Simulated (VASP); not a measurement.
# MgO in VASP: a series of runs, part 2 of 3

VASP 6.6.1.

**3. Single point, PBE (the cell strained)**

INCAR

```
ALGO = Normal
EDIFF = 1E-6
ENCUT = 520
GGA = PE
ISIF = 2
ISMEAR = 0
LASPH = True
LCHARG = False
LREAL = False
LWAVE = False
NBANDS = 16
NELM = 100
PREC = Accurate
SIGMA = 0.05
```

KPOINTS

```
k-points
0
Gamma
  9 9 6
```

POSCAR

```
MgO
1.0
    3.4390937518      0.0000000000      0.0000000000
   -1.7195468759      2.9783425551      0.0000000000
    0.0000000000      0.0000000000      4.4373615866
Mg O
2 2
Direct
    0.6666666667      0.3333333333      0.7500000000
    0.3333333333      0.6666666667      0.2500000000
    0.6666666667      0.3333333333      0.2500000000
    0.3333333333      0.6666666667      0.7500000000
```

Potentials or basis: VASP PAW PBE potentials, release 64 (Mg, O).

Launch:

```bash
$ cat potpaw_PBE.64/Mg/POTCAR potpaw_PBE.64/O/POTCAR > POTCAR
$ mpirun -np 1 vasp_std > vasp.out
```

OUTCAR:

```text
EDIFF = 1E-6
   ENCUT = 520
   GGA = PE
   ISIF = 2
   ISMEAR = 0
   LASPH = True
   LREAL = False
   NELM = 100
   PREC = Accurate

 ion  position               nearest neighbor table
   1  0.667  0.333  0.750-   4 1.99   4 1.99   4 1.99   3 2.22   3 2.22   2 2.98   2 2.98   2 2.98
                             2 2.98   2 2.98   2 2.98
   2  0.333  0.667  0.250-   3 1.99   3 1.99   3 1.99   4 2.22   4 2.22   1 2.98   1 2.98   1 2.98
                             1 2.98   1 2.98   1 2.98
   3  0.667  0.333  0.250-   2 1.99   2 1.99   2 1.99   1 2.22   1 2.22
   4  0.333  0.667  0.750-   1 1.99   1 1.99   1 1.99   2 2.22   2 2.22

  LATTYP: Found a hexagonal cell.
 ALAT       =     3.4390937518
 C/A-ratio  =     1.2902706081

  Lattice vectors:

 A1 = (   3.4390937518,   0.0000000000,   0.0000000000)
 A2 = (  -1.7195468759,   2.9783425551,   0.0000000000)
 A3 = (   0.0000000000,   0.0000000000,   4.4373615866)

Analysis of symmetry for initial positions (statically):
=====================================================================
 Subroutine PRICEL returns:
 Original cell was already a primitive cell.
[... 173 lines left out ...]
  free energy    TOTEN  =       -23.60860185 eV

  energy without entropy =      -23.60860185  energy(sigma->0) =      -23.60860185

 E-fermi :   2.2043     XC(G=0):  -9.9430

 val. band max:        1.8954580182   @ k =   0.0000   0.0000   0.0000
 cond. band min:       5.0743133764   @ k =   0.0000   0.0000   0.0000
 fundamental gap:      3.1788553582
 Fermi energy:         2.2042598211

 k-point     1 :       0.0000    0.0000    0.0000
  band No.  band energies     occupation
      1     -14.9755      2.00000
      2     -13.7862      2.00000
      3      -1.8332      2.00000
      4       0.2386      2.00000
      5       0.2386      2.00000
      6       0.9607      2.00000
[... 433 lines left out ...]
      3      -1.5288      2.00000
      4      -0.9068      2.00000
      5      -0.9068      2.00000
      6       0.4528      2.00000
[... 8 lines left out ...]
     15      15.2516      0.00000
     16      18.2646      0.00000

 [... further k-points ...]
[... 5 lines left out ...]
  --------------------------------------------------------------------------------------
  -------------------------------------------------------------------------------------
  Total        1.0696928      1.0696928     -1.6840287      0.0000000      0.0000000      0.0000000
  in kB       37.7073633     37.7073633    -59.3631035      0.0000000      0.0000000      0.0000000
  external PRESSURE =       5.3505410 kB  Pullay stress =       0.0000000 kB

 VOLUME and BASIS-vectors are now :
 -----------------------------------------------------------------------------
  energy-cutoff  :      520.00
  volume of cell :       45.45
      direct lattice vectors                 reciprocal lattice vectors
     3.439093752  0.000000000  0.000000000     0.290774277  0.167878607  0.000000000
    -1.719546876  2.978342555  0.000000000     0.000000000  0.335757214  0.000000000
     0.000000000  0.000000000  4.437361587     0.000000000  0.000000000  0.225359142

 POSITION                                       TOTAL-FORCE (eV/Angst)
 -----------------------------------------------------------------------------------
      1.71955      0.99278      3.32802         0.000000     -0.000000      0.000000
     -0.00000      1.98556      1.10934        -0.000000      0.000000      0.000000
      1.71955      0.99278      1.10934        -0.000000      0.000000      0.000000
     -0.00000      1.98556      3.32802        -0.000000     -0.000000      0.000000
 -----------------------------------------------------------------------------------
    total drift:                                0.000000     -0.000000      0.000000

  FREE ENERGIE OF THE ION-ELECTRON SYSTEM (eV)
  ---------------------------------------------------
  free  energy   TOTEN  =       -23.6086018549 eV

  energy  without entropy=      -23.6086018549  energy(sigma->0) =      -23.60860185
```

OSZICAR:

```text
N       E                     dE             d eps       ncg     rms          rms(c)
DAV:   1     0.634532626564E+02    0.63453E+02   -0.75097E+03  1536   0.885E+02
DAV:   2    -0.233934809843E+02   -0.86847E+02   -0.79096E+02  2208   0.197E+02
DAV:   3    -0.275750787293E+02   -0.41816E+01   -0.41664E+01  1744   0.447E+01
DAV:   4    -0.275925509778E+02   -0.17472E-01   -0.17472E-01  1792   0.338E+00
DAV:   5    -0.275926369218E+02   -0.85944E-04   -0.85944E-04  1736   0.229E-01    0.113E+01
DAV:   6    -0.236681877874E+02    0.39244E+01   -0.10688E+01  1576   0.251E+01    0.367E+00
DAV:   7    -0.236218231646E+02    0.46365E-01   -0.15706E-01  1560   0.321E+00    0.213E+00
DAV:   8    -0.236103446440E+02    0.11479E-01   -0.93801E-02  1592   0.330E+00    0.513E-01
DAV:   9    -0.236077238577E+02    0.26208E-02   -0.50597E-03  1848   0.651E-01    0.123E-01
DAV:  10    -0.236085799771E+02   -0.85612E-03   -0.93483E-04  1536   0.202E-01    0.263E-02
DAV:  11    -0.236086029839E+02   -0.23007E-04   -0.25612E-05  1680   0.334E-02    0.183E-02
DAV:  12    -0.236086019601E+02    0.10239E-05   -0.82953E-06  1536   0.228E-02    0.235E-03
DAV:  13    -0.236086018549E+02    0.10521E-06   -0.37549E-07   960   0.467E-03
   1 F= -.23608602E+02 E0= -.23608602E+02  d E =-.157863E-20
```

stdout:

```text
POSCAR found type information on POSCAR MgO
 POSCAR found :  2 types and       4 ions
 scaLAPACK will be used
 LDA part: xc-table for (Slater+PW92), standard interpolation
 POSCAR, INCAR and KPOINTS ok, starting setup
 FFT: planning ... GRIDC
 FFT: planning ... GRID_SOFT
 FFT: planning ... GRID
 WAVECAR not read
 entering main loop
```

Run time: 18 s. Hardware: 1 thread of Intel Xeon Platinum 8488C (Sapphire Rapids), shared host; peak memory 0.18 GiB.

Results:

```yaml
Free_energy: -23.6086 eV
Pressure: 0.5 GPa
Band_gap_on_the_k_mesh: 3.18 eV
```

Caveat: the cell differs from its parent crystal (the cell strained).

**4. Single point, PBE (atoms displaced along a vibrational mode, the cell strained)**

INCAR

```
ALGO = Normal
EDIFF = 1E-7
ENCUT = 520
GGA = PE
ISIF = 2
ISMEAR = 0
LASPH = True
LCHARG = False
LREAL = False
LWAVE = False
NBANDS = 16
NELM = 80
PREC = Accurate
SIGMA = 0.05
```

KPOINTS is that of step 3.

POSCAR

```
MgO
1.0
    3.6445625691      0.0000000000      0.0000000000
   -1.8222812846      3.1562837705      0.0000000000
    0.0000000000      0.0000000000      3.9426256573
Mg O
2 2
Direct
    0.6722747364      0.3333333333      0.7500000000
    0.3389414031      0.6666666667      0.2500000000
    0.6581471257      0.3333333333      0.2500000000
    0.3248137924      0.6666666667      0.7500000000
```

Launch:

```bash
$ cat potpaw_PBE.64/Mg/POTCAR potpaw_PBE.64/O/POTCAR > POTCAR
$ mpirun -np 1 vasp_std > vasp.out
```

Wall time 33 s (1 thread of Intel Xeon Platinum 8488C (Sapphire Rapids), shared host); peak memory 0.2 GiB.

Results (log left out):

- Free energy: -23.4661 eV
- Pressure: 3.7 GPa
- Largest force: 0.256 eV/Å
- Band gap on the k mesh: 3.42 eV

Forces in eV/Å, atoms in the order of the input:
```
Mg  -0.255 -0.023  0.000
Mg  -0.255  0.023  0.000
O    0.255 -0.024  0.000
O    0.255  0.024  0.000
```

Stress tensor (GPa, compression positive):
```
-3.20  0.00  0.00
 0.00 -3.41  0.00
 0.00  0.00 17.69
```

Levels at points of the mesh, in eV from the valence-band top:
```
           k point  band 4  band 5  band 6  band 7  band 8  band 9  band 10  band 11  band 12  band 13
(0.00, 0.00, 0.00)   -1.68   -1.67   -0.48   -0.48    0.00    3.42     9.88    11.91    11.92    13.15
(0.00, 0.00, 0.50)   -2.30   -1.15   -1.15   -1.05   -1.05    6.56     6.56    12.22    12.22    12.32
```

Caveat: the cell differs from its parent crystal (atoms displaced along a vibrational mode, the cell strained); the cell stands under pressure.

[end of part 2 of 3]
